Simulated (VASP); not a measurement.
A run of VASP 6.6.1 is set up as follows.

The input INCAR:

```
PREC = Accurate
ENCUT = 400
EDIFF = 1E-6
ISMEAR = 0
SIGMA = 0.05
LREAL = F
LASPH = T
NELM = 120
ALGO = Normal
ISIF = 2
LWAVE = F
LCHARG = T
GGA = PS
IVDW = 12
LELF = T
LVHAR = T
NBANDS = 50
GGA_COMPAT = F
```

The input KPOINTS:

```
regular mesh
0
Gamma
  9 9 2
```

POSCAR

```
Te6Mo3H
1.0
    3.4334342720      0.0000000000      0.0000000000
   -1.7167171360      2.9734413017      0.0000000000
    0.0000000000      0.0000000000     20.7704294686
Te Mo H
6 3 1
Direct
    0.0000000000      0.0000000000      0.9125759363
    0.3333333333      0.6666666667      0.5917818730
    0.3333333333      0.6666666667      0.2333053354
    0.3333333333      0.6666666667      0.7666946646
    0.3333333333      0.6666666667      0.4082181270
    0.0000000000      0.0000000000      0.0874240637
    0.0000000000      0.0000000000      0.6791511892
    0.0000000000      0.0000000000      0.3208488108
    0.3333333333      0.6666666667      0.0000000000
   -0.1356431633     -0.4428215817      0.5856769680
```

Potentials or basis: VASP PAW PBE potentials, release 64 (Te, Mo_sv, H).

Run with:

```sh
$ cat potpaw_PBE.64/Te/POTCAR potpaw_PBE.64/Mo_sv/POTCAR potpaw_PBE.64/H/POTCAR > POTCAR
$ mpirun -np 1 vasp_std > vasp.out
```

Question: What does it give for the band gap on the k mesh?

Answer: Zero (an odd number of electrons rules out a gap without spin polarisation).

Question: Predict the dispersion energy per atom.

Answer: -0.503 eV.

Question: What does it give for the pressure?

Answer: 4.5 GPa.

Forces in eV/Å, atoms in the order of the input:
```
Te   0.006  0.015 -0.039
Te   5.103  0.968 -1.213
Te   0.000 -0.002 -0.037
Te  -0.005 -0.028 -0.145
Te  -0.008 -0.005  0.080
Te   0.000  0.001  0.053
Mo   0.200  0.529  2.374
Mo  -0.005 -0.001  0.002
Mo  -0.001 -0.001  0.000
H   -5.291 -1.477 -1.075
```

Caveat: the PAW data sets were made with another functional, which shifts forces and pressure a little; spin-orbit coupling is left out, which moves the levels of the heavy elements; an odd number of electrons without spin polarisation forces a metal; a magnetic or distorted state may lie lower.
